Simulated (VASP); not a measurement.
# MgI2 (P-3m1) in VASP: further runs

The runs below take MgI2 through single point, with PBE.

Program: VASP 6.6.1. These are calculated values, not measurements. Logs are shortened: lines on timing, memory, paths and dates and some standing lists are left out, and cuts for length are marked.

## Step 1: The cell of the first run

The structure is trigonal, space group P-3m1 (No. 164). The conventional cell has a = 4.139 Å, b = 4.139 Å, c = 7.685 Å, α = 90.00°, β = 90.00°, γ = 120.00°. Within 3.9 Å of Mg (site symmetry -3m) lie 6 I at 2.94 Å. Within 3.9 Å of I (site symmetry 3m) lie 3 Mg at 2.94 Å.

## Step 2: Single point, PBE

The input, INCAR:

```
SYSTEM = MgI2
PREC = Accurate ; ENCUT = 520
EDIFF = 1E-7 ; ISMEAR = 0
SIGMA = 0.05 ; LREAL = .False.
LASPH = .True. ; NELM = 60
ALGO = Normal ; ISIF = 2
LWAVE = .False. ; LCHARG = .False.
GGA = PE ; NBANDS = 15
```

The input, KPOINTS:

```
regular mesh
0
Gamma
  6 6 4
  0 0 0
```

The input, POSCAR:

```
MgI2
1.0
    4.1387920735      0.0000000000      0.0000000000
   -2.0693960368      3.5842990767      0.0000000000
    0.0000000000      0.0000000000      7.6847014931
Mg I
1 2
Direct
    0.0000000000      0.0000000000      0.0000000000
    0.3333333333      0.6666666667      0.7781860196
    0.6666666667      0.3333333333      0.2218139804
```

Potentials or basis: VASP PAW PBE potentials, release 64 (Mg, I).

Launch:

```bash
cat potpaw_PBE.64/Mg/POTCAR potpaw_PBE.64/I/POTCAR > POTCAR
mpirun -np 1 vasp_std > vasp.out
```

OUTCAR:

```text
SYSTEM = MgI2
   PREC = Accurate
   ENCUT = 520
   EDIFF = 1E-7
   ISMEAR = 0
   LREAL = .False.
   LASPH = .True.
   NELM = 60
   ISIF = 2
   GGA = PE

 ion  position               nearest neighbor table
   1  0.000  0.000  0.000-   2 2.94   3 2.94   3 2.94   2 2.94   3 2.94   2 2.94
   2  0.333  0.667  0.778-   1 2.94   1 2.94   1 2.94
   3  0.667  0.333  0.222-   1 2.94   1 2.94   1 2.94

  LATTYP: Found a hexagonal cell.
 ALAT       =     4.1387920735
 C/A-ratio  =     1.8567498334

  Lattice vectors:

 A1 = (   4.1387920735,   0.0000000000,   0.0000000000)
 A2 = (  -2.0693960368,   3.5842990767,   0.0000000000)
 A3 = (   0.0000000000,   0.0000000000,   7.6847014931)

Analysis of symmetry for initial positions (statically):
[... 33 lines left out ...]
                                     Primitive cell

  volume of cell :     114.0000

  direct lattice vectors                    reciprocal lattice vectors
     4.138792074  0.000000000  0.000000000     0.241616390  0.139497288  0.000000000
    -2.069396037  3.584299077  0.000000000     0.000000000  0.278994576  0.000000000
     0.000000000  0.000000000  7.684701493     0.000000000  0.000000000  0.130128672

  length of vectors
     4.138792074  4.138792074  7.684701493     0.278994576  0.278994576  0.130128672

  position of ions in fractional coordinates (direct lattice)
     0.000000000  0.000000000  0.000000000
     0.333333333  0.666666667  0.778186020
     0.666666667  0.333333333  0.221813980

  ion indices of the primitive-cell ions
   primitive index   ion index
                 1           1
                 2           2
                 3           3

----------------------------------------------------------------------------------------

 KPOINTS: regular mesh

Automatic generation of k-mesh.
 Grid dimensions read from file:
 generate k-points for:    6    6    4

 Generating k-lattice:

  Cartesian coordinates                     Fractional coordinates (reciprocal lattice)
     0.040269398  0.023249548  0.000000000     0.166666667  0.000000000  0.000000000
     0.000000000  0.046499096  0.000000000     0.000000000  0.166666667  0.000000000
     0.000000000  0.000000000  0.032532168     0.000000000  0.000000000  0.250000000

  Length of vectors
     0.046499096  0.046499096  0.032532168

  Shift w.r.t. Gamma in fractional coordinates (k-lattice)
[... 9 lines left out ...]
  0.000000  0.000000  0.000000      1.000000
  0.166667  0.000000  0.000000      6.000000
  0.333333  0.000000  0.000000      6.000000
  0.500000  0.000000  0.000000      3.000000
  0.166667  0.166667  0.000000      6.000000
  0.333333  0.166667  0.000000     12.000000
[... 22 lines left out ...]
   dimension x,y,z NGXF=    64 NGYF=   64 NGZF=  120
   ions per type =               1   2
   NGX,Y,Z   is equivalent  to a cutoff of  12.85, 12.85, 12.98 a.u.
   NGXF,Y,Z  is equivalent  to a cutoff of  25.71, 25.71, 25.96 a.u.
 SYSTEM =  MgI2
   PREC   = accura    normal or accurate (medium, high low for compatibility)
   ISTART =      0    job   : 0-new  1-cont  2-samecut
   ICHARG =      2    charge: 1-file 2-atom 10-const
   ISPIN  =      1    spin polarized calculation?
   LNONCOLLINEAR =      F non collinear calculations
   LSORBIT =      F    spin-orbit coupling
   LASPH  =      T    aspherical Exc in radial PAW
   ENCUT  =  520.0 eV  38.22 Ry    6.18 a.u.   7.70  7.70 14.29*2*pi/ulx,y,z
   NELM   =     60;   NELMIN=  2; NELMDL= -5     # of ELM steps
   EDIFF  = 0.1E-06   stopping-criterion for ELM
   LREAL  =      F    real-space projection
   EDIFFG = 0.1E-05   stopping-criterion for IOM
   NSW    =      0    number of steps for IOM
   IBRION =     -1    ionic relax: 0-MD 1-quasi-New 2-CG
[... 14 lines left out ...]
     AMIX     =   0.40;   BMIX     =  1.00
     AMIX_MAG =   1.60;   BMIX_MAG =  1.00
  volume/ion in A,a.u.               =      38.00       256.44
  Fermi-wavevector in a.u.,A,eV,Ry     =   0.850772  1.607726  9.848075  0.723813
  Thomas-Fermi vector in A             =   1.966801
   LORBIT       =      0    0 simple, 1 ext, 2 COOP (PROOUT), +10 PAW based schemes
   GGA     = PE    functional components
[... 6 lines left out ...]
 Gauss-broadening in eV      SIGMA  =   0.05
  energy-cutoff  :      520.00
  volume of cell :      114.00
 maximum number of plane-waves:      3100
 NGX is ok and might be reduce to    32
   NGX = 15   NGY = 15   NGZ = 29

 number of electron      16.0000000 magnetization

 Free energy of the ion-electron system (eV)
  ---------------------------------------------------
  ext. energy  EPLUGINS =         0.00000000
  ---------------------------------------------------
  free energy    TOTEN  =        -7.72841640 eV

  energy without entropy =       -7.72841640  energy(sigma->0) =       -7.72841640

 E-fermi :   1.6252     XC(G=0):  -7.6664

 val. band max:        1.3988598647   @ k =   0.0000   0.0000   0.0000
 cond. band min:       4.9300623008   @ k =   0.5000   0.0000   0.5000
 fundamental gap:      3.5312024361
 Fermi energy:         1.6251835628

 k-point     1 :       0.0000    0.0000    0.0000
  band No.  band energies     occupation
      1     -10.5222      2.00000
      2      -9.9902      2.00000
      3      -1.8583      2.00000
      4       0.9698      2.00000
      5       1.1211      2.00000
      6       1.1211      2.00000
      7       1.3989      2.00000
      8       1.3989      2.00000
      9       5.1049      0.00000
     10       6.3304      0.00000
     11       8.1685      0.00000
     12       8.1685      0.00000
     13       8.2941      0.00000
     14       9.5656      0.00000
     15       9.5656      0.00000
[... 397 lines left out ...]
 k-point    24 :       0.3333    0.3333    0.5000
  band No.  band energies     occupation
      1      -9.7068      2.00000
      2      -9.7068      2.00000
      3      -1.7070      2.00000
      4      -1.1185      2.00000
      5      -1.1185      2.00000
      6      -0.6461      2.00000
      7       0.6613      2.00000
      8       0.6613      2.00000
      9       5.9124      0.00000
     10       7.2432      0.00000
     11       7.2432      0.00000
     12       8.7846      0.00000
     13       9.8883      0.00000
     14       9.8982      0.00000
     15      10.2076      0.00000

------------------------ aborting loop because EDIFF is reached ----------------------------------------

  FORCE on cell =-STRESS in cart. coord.  units (eV):
  Direction    XX          YY          ZZ          XY          YZ          ZX
  --------------------------------------------------------------------------------------
  -------------------------------------------------------------------------------------
  Total        0.5154401      0.5154401     -0.1294716     -0.0000000      0.0000000      0.0000000
  in kB        7.2440916      7.2440916     -1.8196176     -0.0000000      0.0000000      0.0000000
  external PRESSURE =       4.2228552 kB  Pullay stress =       0.0000000 kB

 VOLUME and BASIS-vectors are now :
 -----------------------------------------------------------------------------
  energy-cutoff  :      520.00
  volume of cell :      114.00
      direct lattice vectors                 reciprocal lattice vectors
     4.138792074  0.000000000  0.000000000     0.241616390  0.139497288  0.000000000
    -2.069396037  3.584299077  0.000000000     0.000000000  0.278994576  0.000000000
     0.000000000  0.000000000  7.684701493     0.000000000  0.000000000  0.130128672

 POSITION                                       TOTAL-FORCE (eV/Angst)
 -----------------------------------------------------------------------------------
      0.00000      0.00000      0.00000        -0.000000      0.000000      0.000000
     -0.00000      2.38953      5.98013         0.000000     -0.000000      0.055762
      2.06940      1.19477      1.70457         0.000000      0.000000     -0.055762
 -----------------------------------------------------------------------------------
    total drift:                               -0.000000      0.000000     -0.000000

  FREE ENERGIE OF THE ION-ELECTRON SYSTEM (eV)
  ---------------------------------------------------
  free  energy   TOTEN  =        -7.7284163988 eV

  energy  without entropy=       -7.7284163988  energy(sigma->0) =       -7.72841640
```

OSZICAR:

```text
N       E                     dE             d eps       ncg     rms          rms(c)
DAV:   1     0.753352090614E+02    0.75335E+02   -0.56244E+03   720   0.830E+02
DAV:   2    -0.156809802116E+01   -0.76903E+02   -0.69823E+02  1016   0.127E+02
DAV:   3    -0.775346737502E+01   -0.61854E+01   -0.61606E+01   944   0.421E+01
DAV:   4    -0.788680063645E+01   -0.13333E+00   -0.13332E+00  1018   0.719E+00
DAV:   5    -0.788808471764E+01   -0.12841E-02   -0.12841E-02   989   0.651E-01    0.391E+00
DAV:   6    -0.775532772104E+01    0.13276E+00   -0.11702E-01   783   0.173E+00    0.267E+00
DAV:   7    -0.773040885271E+01    0.24919E-01   -0.12507E-01   860   0.175E+00    0.735E-01
DAV:   8    -0.772828417395E+01    0.21247E-02   -0.85209E-03   776   0.522E-01    0.275E-01
DAV:   9    -0.772842756383E+01   -0.14339E-03   -0.11473E-03   979   0.201E-01    0.108E-01
DAV:  10    -0.772841198613E+01    0.15578E-04   -0.40720E-05   916   0.444E-02    0.399E-02
DAV:  11    -0.772841532356E+01   -0.33374E-05   -0.12627E-05   818   0.223E-02    0.227E-02
DAV:  12    -0.772841592067E+01   -0.59712E-06   -0.60323E-07   986   0.489E-03    0.975E-03
DAV:  13    -0.772841613013E+01   -0.20945E-06   -0.81354E-08   661   0.172E-03    0.484E-03
DAV:  14    -0.772841647511E+01   -0.34498E-06   -0.27123E-07   755   0.372E-03    0.511E-03
DAV:  15    -0.772841639875E+01    0.76356E-07   -0.13250E-08   724   0.762E-04
   1 F= -.77284164E+01 E0= -.77284164E+01  d E =-.609027E-12
```

stdout:

```text
POSCAR found type information on POSCAR MgI
 POSCAR found :  2 types and       3 ions
 scaLAPACK will be used
 LDA part: xc-table for (Slater+PW92), standard interpolation
 POSCAR, INCAR and KPOINTS ok, starting setup
 FFT: planning ... GRIDC
 FFT: planning ... GRID_SOFT
 FFT: planning ... GRID
 WAVECAR not read
 entering main loop
```

Wall time 30 s (1 thread of Intel Xeon Platinum 8375C at 2.90GHz (Ice Lake), shared host); peak memory 0.25 GiB.

Results:

```
Free energy            : -7.7284 eV
Pressure               : 0.4 GPa
Largest force          : 0.056 eV/Å
Band gap on the k mesh : 3.53 eV, indirect (least direct gap 3.71 eV)
```

Forces in eV/Å, atoms in the order of the input:
```
Mg   0.000  0.000  0.000
I    0.000  0.000  0.056
I    0.000  0.000 -0.056
```

Caveat: spin-orbit coupling is left out, which moves the levels of the heavy elements; this functional lacks dispersion, which binds the layers, so the pressure and a relaxed spacing across them are unreliable.

(Part 1 of 2 ends here.)
